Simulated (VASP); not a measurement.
# Au (P6_3/mmc) in VASP: single point with PBE

Aim: the single point of Au with PBE.

Program: VASP 6.6.1. These are calculated values, not measurements. Logs are shortened: lines on timing, memory, paths and dates and some standing lists are left out, and cuts for length are marked.

**1. The cell of the first run**

Symmetry: P6_3/mmc, No. 194, hexagonal system. Conventional cell: a = 2.900 Å, b = 2.900 Å, c = 4.880 Å, α = 90.00°, β = 90.00°, γ = 120.00°. Au (site symmetry -6m2) has 12 Au at 2.90 to 2.96 Å within 3.8 Å.

This isn't the form of Au at room conditions, which is fcc.

**2. Single point, PBE**

Input file POSCAR:

```
Au
1.0
    2.8999984104      0.0000000000      0.0000000000
   -1.4499992052      2.5114722944      0.0000000000
    0.0000000000      0.0000000000      4.8800000000
Au
2
Direct
    0.3333333333      0.6666666667      0.7500000000
    0.6666666667      0.3333333333      0.2500000000
```

Input file INCAR.step1:

```
SYSTEM = Au
ALGO = Normal
EDIFF = 1E-6
ENCUT = 520
GGA = PE
ISIF = 2
ISMEAR = -1
LASPH = .TRUE.
LCHARG = .TRUE.
LMAXMIX = 4
LREAL = .FALSE.
LWAVE = .FALSE.
NBANDS = 18
NELM = 60
PREC = Accurate
SIGMA = 0.03
```

Input file KPOINTS.step1:

```
k-points
0
G
  14 14 8
  0 0 0
```

Input file INCAR.step2:

```
SYSTEM = Au
ALGO = Normal
EDIFF = 1E-6
ENCUT = 520
GGA = PE
ICHARG = 11
ISIF = 2
ISMEAR = -5
LASPH = .TRUE.
LCHARG = .FALSE.
LMAXMIX = 4
LORBIT = 11
LREAL = .FALSE.
LWAVE = .FALSE.
NEDOS = 2001
NELM = 60
PREC = Accurate
SIGMA = 0.03
```

Input file KPOINTS.step2:

```
k-points
0
G
  21 21 12
  0 0 0
```

Potentials or basis: VASP PAW PBE potentials, release 64 (Au).

The run is started by

```bash
$ cat potpaw_PBE.64/Au/POTCAR > POTCAR
$ cp INCAR.step1 INCAR
$ cp KPOINTS.step1 KPOINTS
$ mpirun -np 1 vasp_std > vasp.out
$ cp INCAR.step2 INCAR
$ cp KPOINTS.step2 KPOINTS
$ mpirun -np 1 vasp_std > vasp.out
```

OUTCAR:

```text
SYSTEM = Au
   EDIFF = 1E-6
   ENCUT = 520
   GGA = PE
   ICHARG = 11
   ISIF = 2
   ISMEAR = -5
   LASPH = .TRUE.
   LORBIT = 11
   LREAL = .FALSE.
   NELM = 60
   PREC = Accurate

 ion  position               nearest neighbor table
   1  0.333  0.667  0.750-   2 2.96   2 2.96   2 2.96   2 2.96   2 2.96   2 2.96
   2  0.667  0.333  0.250-   1 2.96   1 2.96   1 2.96   1 2.96   1 2.96   1 2.96

  LATTYP: Found a hexagonal cell.
 ALAT       =     2.8999984104
 C/A-ratio  =     1.6827595431

  Lattice vectors:

 A1 = (   2.8999984104,   0.0000000000,   0.0000000000)
 A2 = (  -1.4499992052,   2.5114722944,   0.0000000000)
 A3 = (   0.0000000000,   0.0000000000,   4.8800000000)

Analysis of symmetry for initial positions (statically):
=====================================================================
 Subroutine PRICEL returns:
 Original cell was already a primitive cell.

 Routine SETGRP: Setting up the symmetry group for a
 hexagonal supercell.

 Subroutine GETGRP returns: Found 24 space group operations
 (whereof 12 operations were pure point group operations)
 out of a pool of 24 trial point group operations.

The static configuration has the point symmetry D_3d.
 The point group associated with its full space group is D_6h.

Analysis of symmetry for dynamics (positions and initial velocities):
=====================================================================
 Subroutine PRICEL returns:
 Original cell was already a primitive cell.

 Routine SETGRP: Setting up the symmetry group for a
 hexagonal supercell.

 Subroutine GETGRP returns: Found 24 space group operations
 (whereof 12 operations were pure point group operations)
 out of a pool of 24 trial point group operations.

The dynamic configuration has the point symmetry D_3d.
 The point group associated with its full space group is D_6h.

 Subroutine INISYM returns: Found 24 space group operations
 (whereof 12 operations are pure point group operations),
 and found     1 'primitive' translations

----------------------------------------------------------------------------------------

                                     Primitive cell

  volume of cell :      35.5423

  direct lattice vectors                    reciprocal lattice vectors
     2.899998410  0.000000000  0.000000000     0.344827775  0.199086409  0.000000000
    -1.449999205  2.511472294  0.000000000     0.000000000  0.398172818  0.000000000
     0.000000000  0.000000000  4.880000000     0.000000000  0.000000000  0.204918033

  length of vectors
     2.899998410  2.899998410  4.880000000     0.398172818  0.398172818  0.204918033

  position of ions in fractional coordinates (direct lattice)
     0.333333333  0.666666667  0.750000000
     0.666666667  0.333333333  0.250000000

  ion indices of the primitive-cell ions
   primitive index   ion index
                 1           1
                 2           2

----------------------------------------------------------------------------------------

 KPOINTS: k-points

Automatic generation of k-mesh.
 Grid dimensions read from file:
 generate k-points for:   21   21   12

 Generating k-lattice:

  Cartesian coordinates                     Fractional coordinates (reciprocal lattice)
     0.016420370  0.009480305  0.000000000     0.047619048  0.000000000  0.000000000
     0.000000000  0.018960610  0.000000000     0.000000000  0.047619048  0.000000000
     0.000000000  0.000000000  0.017076503     0.000000000  0.000000000  0.083333333

  Length of vectors
     0.018960610  0.018960610  0.017076503

  Shift w.r.t. Gamma in fractional coordinates (k-lattice)
     0.000000000  0.000000000  0.000000000

 TETIRR: Found   5376 inequivalent tetrahedra from    31752

 Subroutine IBZKPT returns following result:
 ===========================================

 Found    336 irreducible k-points:

 Following reciprocal coordinates:
            Coordinates               Weight
  0.000000  0.000000  0.000000      1.000000
  0.047619  0.000000  0.000000      6.000000
  0.095238  0.000000  0.000000      6.000000
  0.142857  0.000000  0.000000      6.000000
  0.190476  0.000000  0.000000      6.000000
  0.238095  0.000000  0.000000      6.000000
[... 16 lines left out ...]
  0.142857  0.095238  0.000000     12.000000
  0.190476  0.095238  0.000000     12.000000
 [... further k-points ...]
   k-points           NKPTS =    336   k-points in BZ     NKDIM =    336   number of bands    NBANDS=     15
   number of dos      NEDOS =   2001   number of ions     NIONS =      2
   total plane-waves  NPLWV =  20736
   dimension x,y,z NGX =    24 NGY =   24 NGZ =   36
   dimension x,y,z NGXF=    48 NGYF=   48 NGZF=   72
   ions per type =               2
   NGX,Y,Z   is equivalent  to a cutoff of  13.76, 13.76, 12.26 a.u.
   NGXF,Y,Z  is equivalent  to a cutoff of  27.52, 27.52, 24.53 a.u.
 SYSTEM =  Au
   PREC   = accura    normal or accurate (medium, high low for compatibility)
   ISTART =      0    job   : 0-new  1-cont  2-samecut
   ICHARG =     11    charge: 1-file 2-atom 10-const
   ISPIN  =      1    spin polarized calculation?
   LNONCOLLINEAR =      F non collinear calculations
   LSORBIT =      F    spin-orbit coupling
   LASPH  =      T    aspherical Exc in radial PAW
   ENCUT  =  520.0 eV  38.22 Ry    6.18 a.u.   5.39  5.39  9.07*2*pi/ulx,y,z
   NELM   =     60;   NELMIN=  2; NELMDL=  0     # of ELM steps
   EDIFF  = 0.1E-05   stopping-criterion for ELM
   LREAL  =      F    real-space projection
[... 7 lines left out ...]
   TEBEG  =    0.0;   TEEND  =   0.0 temperature during run
   PSTRESS=    0.0 pullay stress
   NELECT =      22.0000    total number of electrons
   NUPDOWN=      -1.0000    fix difference up-down
   EMIN   =  10.00;   EMAX   =-10.00  energy-range for DOS
   EFERMI =   0.00;   METHOD = LEGACY
   ISMEAR =    -5;   SIGMA  =   0.03  broadening in eV -4-tet -1-fermi 0-gaus
   EFERMI_NEDOS =   21; number of points for ismear=-14 and -15
   IALGO  =     38    algorithm
   IMIX   =      4    mixing-type and parameters
     AMIX     =   0.40;   BMIX     =  1.00
     AMIX_MAG =   1.60;   BMIX_MAG =  1.00
  volume/ion in A,a.u.               =      17.77       119.93
  Fermi-wavevector in a.u.,A,eV,Ry     =   1.395191  2.636529 26.484537  1.946559
  Thomas-Fermi vector in A             =   2.518667
   LORBIT       =     11    0 simple, 1 ext, 2 COOP (PROOUT), +10 PAW based schemes
   GGA     = PE    functional components
   LHFCALC =     F    Hartree Fock is set to
   AEXX    =    0.0000 exact exchange contribution
   IVDW    =     0    specifies the selected vdW correction
   LEPSILON=     F    determine dielectric tensor
   LRPA    =     F    only Hartree local field effects (RPA)
 non-spin polarized calculation
 Fermi weights with tetrahedron method with Bloechl corrections
  energy-cutoff  :      520.00
  volume of cell :       35.54
 maximum number of plane-waves:       984
 NGX is ok and might be reduce to    24

 number of electron      22.0000001 magnetization

 Free energy of the ion-electron system (eV)
  ---------------------------------------------------
  ext. energy  EPLUGINS =         0.00000000
  ---------------------------------------------------
  free energy    TOTEN  =        -6.42826517 eV

  energy without entropy =       -6.42826517  energy(sigma->0) =       -6.42826517

 E-fermi :   8.7910     XC(G=0): -12.4653

 val. band max:        8.7574987206   @ k =   0.1429   0.1429   0.2500
 cond. band min:       8.7880981850   @ k =   0.4762   0.0000   0.4167
 fundamental gap:      0.0305994644
 Fermi energy:         8.7909921592

 k-point     1 :       0.0000    0.0000    0.0000
  band No.  band energies     occupation
      1      -0.6308      2.00000
      2       1.7587      2.00000
      3       4.1409      2.00000
      4       4.4156      2.00000
      5       4.4156      2.00000
      6       4.7021      2.00000
      7       4.7021      2.00000
      8       5.3655      2.00000
      9       5.3655      2.00000
     10       6.6276      2.00000
     11       6.6276      2.00000
     12       7.8281      2.00000
     13      11.2403      0.00000
     14      23.4057      0.00000
     15      24.4302      0.00000

 k-point     2 :       0.0476    0.0000    0.0000
  band No.  band energies     occupation
      1      -0.5609      2.00000
      2       1.8167      2.00000
      3       4.1205      2.00000
      4       4.4311      2.00000
      5       4.4611      2.00000
      6       4.6771      2.00000
      7       4.7446      2.00000
      8       5.3182      2.00000
      9       5.3377      2.00000
     10       6.3155      2.00000
     11       6.6391      2.00000
     12       8.2217      2.04218
     13      11.2406      0.00000
     14      23.4431      0.00000
     15      24.5260      0.00000

 k-point     3 :       0.0952    0.0000    0.0000
  band No.  band energies     occupation
      1      -0.3544      2.00000
      2       1.9830      2.00000
      3       4.0508      2.00000
      4       4.4828      2.00000
      5       4.5958      2.00000
      6       4.6220      2.00000
      7       4.8704      2.00000
      8       5.1502      2.00000
      9       5.2605      2.00000
     10       5.8389      2.00000
     11       6.6690      2.00000
     12       8.9713      0.61669
     13      11.2440      0.00000
     14      23.3140      0.00000
     15      24.7774      0.00000
[... 343 lines left out ...]
 k-point    23 :       0.1429    0.0952    0.0000
  band No.  band energies     occupation
      1       0.6056      2.00000
      2       2.6450      2.00000
      3       3.7419      2.00000
      4       4.2800      2.00000
      5       4.3605      2.00000
      6       4.7795      2.00000
      7       4.8167      2.00000
      8       5.2891      2.00000
      9       5.3695      2.00000
     10       5.5665      2.00000
     11       6.7171      2.00000
     12      11.1014      0.00000
     13      11.3302      0.00000
     14      20.5786      0.00000
     15      21.5680      0.00000

 k-point    24 :       0.1905    0.0952    0.0000
  band No.  band energies     occupation
      1       1.1081      2.00000
      2       2.8362      2.00000
      3       3.7184      2.00000
      4       3.8920      2.00000
      5       4.2947      2.00000
      6       4.6430      2.00000
      7       5.0547      2.00000
      8       5.2285      2.00000
      9       5.6563      2.00000
     10       5.9560      2.00000
     11       6.7306      2.00000
     12      11.4492      0.00000
     13      12.0121      0.00000
     14      18.7852      0.00000
     15      20.7247      0.00000

 [... further k-points ...]
[... 5 lines left out ...]
  --------------------------------------------------------------------------------------
  -------------------------------------------------------------------------------------
  Total        0.2902611      0.2902611      0.2042905      0.0000000     -0.0000000      0.0000000
  in kB       13.0843897     13.0843897      9.2090063      0.0000000     -0.0000000      0.0000000
  external PRESSURE =      11.7925952 kB  Pullay stress =       0.0000000 kB

 VOLUME and BASIS-vectors are now :
 -----------------------------------------------------------------------------
  energy-cutoff  :      520.00
  volume of cell :       35.54
      direct lattice vectors                 reciprocal lattice vectors
     2.899998410  0.000000000  0.000000000     0.344827775  0.199086409  0.000000000
    -1.449999205  2.511472294  0.000000000     0.000000000  0.398172818  0.000000000
     0.000000000  0.000000000  4.880000000     0.000000000  0.000000000  0.204918033

 POSITION                                       TOTAL-FORCE (eV/Angst)
 -----------------------------------------------------------------------------------
     -0.00000      1.67431      3.66000         0.000000      0.000000      0.000000
      1.45000      0.83716      1.22000        -0.000000      0.000000      0.000000
 -----------------------------------------------------------------------------------
    total drift:                               -0.000000      0.000000     -0.000000

  FREE ENERGIE OF THE ION-ELECTRON SYSTEM (eV)
  ---------------------------------------------------
  free  energy   TOTEN  =        -6.4282651663 eV

  energy  without entropy=       -6.4282651663  energy(sigma->0) =       -6.42826517

 total charge

# of ion       s       p       d       tot
------------------------------------------
    1        0.528   0.323   8.760   9.612
    2        0.528   0.323   8.760   9.612
--------------------------------------------------
tot          1.056   0.647  17.521  19.224
```

Run time: 57 s. Hardware: 1 thread of Intel Xeon Platinum 8488C (Sapphire Rapids), shared host; peak memory 0.27 GiB.

What came out:

```
Valence electrons inside the program's atomic spheres : Au 9.61
```

Levels at points of the mesh, in eV from the Fermi level:
| k point | band 9 | band 10 | band 11 | band 12 | band 13 | band 14 |
| --- | --- | --- | --- | --- | --- | --- |
| (0.00, 0.00, 0.00) | -3.43 | -2.16 | -2.16 | -0.96 | 2.45 | 14.61 |
| (0.00, 0.00, 0.50) | -2.59 | -2.59 | -2.59 | -2.59 | 10.31 | 10.31 |

Caveat: spin-orbit coupling is left out, which moves the levels of the heavy elements.
